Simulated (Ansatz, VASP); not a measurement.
**Two plane-wave programs on Cs**

Contents of INCAR:

```
SYSTEM = Cs
PREC     = Accurate       ! precision mode
ENCUT    = 520            ! plane-wave cutoff, eV
EDIFF    = 1E-6           ! SCF threshold, eV
ISMEAR   = 0              ! smearing method
SIGMA    = 0.1            ! smearing width, eV
LREAL    = .FALSE.        ! projectors in reciprocal space
LASPH    = .TRUE.         ! aspherical terms in the spheres
NELM     = 80             ! most SCF steps
ALGO     = Normal         ! electronic algorithm
ISIF     = 2              ! what is computed and relaxed
LWAVE    = .FALSE.        ! write WAVECAR
LCHARG   = .FALSE.        ! write CHGCAR
GGA      = PE             ! functional
NBANDS   = 10             ! bands
```

KPOINTS

```
regular mesh
0
G
  10 10 10
  0 0 0
```

File POSCAR:

```
Cs
1.0
   -3.1099235780      3.1099235780      3.1099235780
    3.1099235780     -3.1099235780      3.1099235780
    3.1099235780      3.1099235780     -3.1099235780
Cs
1
Direct
    0.0000000000      0.0000000000      0.0000000000
```

Input for Ansatz:

```yaml
crystal:
  lattice:
    - [-3.109923578, 3.109923578, 3.109923578]
    - [3.109923578, -3.109923578, 3.109923578]
    - [3.109923578, 3.109923578, -3.109923578]
  atoms:
    - { symbol: Cs, position: [0.0, 0.0, 0.0] }
basis:
  ecutwfc: 420
kpoints:
  mp_grid: { grid: [10, 10, 10] }
hamiltonian:
  xc: pbe
scf:
  occupations: { method: gaussian, width: 0.1 }
output:
  forces: true
  stress: true
  eigenvalues: true
```

Alike in both runs: task single point; functional PBE; k mesh 10 × 10 × 10; occupations gaussian, width 0.1 eV; no spin polarisation.

|  | VASP | Ansatz |
| --- | --- | --- |
| version | VASP 6.6.1 | Ansatz 0.2.0 |
| potentials or method | VASP PAW PBE potentials, release 64 (Cs_sv), cutoff 520 eV | scalar-relativistic, plane waves, PAW |
| valence electrons in the cell | 9 | 9 |

```tsv
	VASP	Ansatz	Ansatz less VASP
gap on the k mesh at the Fermi level (eV)	none	none	-
pressure (GPa)	-0.1	-0.1	+0.01
```

A gap of «none» marks a metal or a gap that the smearing closes. With one functional, cell and mesh, what is left measures potentials, basis and numerics.

Spin-orbit coupling is off throughout.
